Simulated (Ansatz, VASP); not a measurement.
# Two plane-wave programs on BN

INCAR

```
PREC = Accurate
ENCUT = 520
EDIFF = 1E-6
ISMEAR = 0
SIGMA = 0.05
LREAL = False
LASPH = True
NELM = 100
ALGO = Normal
ISIF = 2
LWAVE = False
LCHARG = False
GGA = PE
IVDW = 12
NBANDS = 16
```

The input KPOINTS:

```
Automatic mesh
0
Gamma
  12 12 4
```

The input POSCAR:

```
BN
1.0
    2.5061233057      0.0000000000      0.0000000000
   -1.2530616528      2.1703664477      0.0000000000
    0.0000000000      0.0000000000      6.5973571420
B N
2 2
Direct
   -0.1105804046     -0.2211608093      0.4708974373
    0.3333333333      0.6666666667      0.0000000000
    0.0000000000      0.0000000000      0.0000000000
    0.6666666667      0.3333333333      0.5000000000
```

Input for Ansatz:

```yaml
crystal:
  lattice:
    - [2.5061233057, 0.0, 0.0]
    - [-1.2530616528, 2.1703664477, 0.0]
    - [0.0, 0.0, 6.597357142]
  atoms:
    - { symbol: B, position: [-0.1105804046, -0.2211608093, 0.4708974373] }
    - { symbol: B, position: [0.3333333333, 0.6666666667, 0.0] }
    - { symbol: "N", position: [0.0, 0.0, 0.0] }
    - { symbol: "N", position: [0.6666666667, 0.3333333333, 0.5] }
basis:
  ecutwfc: 420
kpoints:
  mp_grid: { grid: [12, 12, 4] }
hamiltonian:
  xc: pbe
  dispersion: d3bj
scf:
  occupations: { method: gaussian, width: 0.05 }
output:
  forces: true
  stress: true
  eigenvalues: true
```

Alike in both runs: task single point; functional PBE; dispersion D3(BJ); k mesh 12 × 12 × 4; occupations gaussian, width 0.05 eV; no spin polarisation.

|  | VASP | Ansatz |
| --- | --- | --- |
| version | VASP 6.6.1 | Ansatz 0.2.0 |
| potentials or method | VASP PAW PBE potentials, release 64 (B, N), cutoff 520 eV | scalar-relativistic, plane waves, PAW |
| valence electrons in the cell | 16 | 16 |

|  | VASP | Ansatz | Ansatz less VASP |
| --- | --- | --- | --- |
| gap on the k mesh at the Fermi level (eV) | 2.80 | 2.82 | +0.016 |
| least direct gap on the mesh (eV) | 3.82 | 3.83 | +0.012 |
| rms of the force components (eV/Å) | 22.971 | 22.096 | -0.8753 |

Atom by atom the forces differ by 0.877 eV/Å (rms over components).
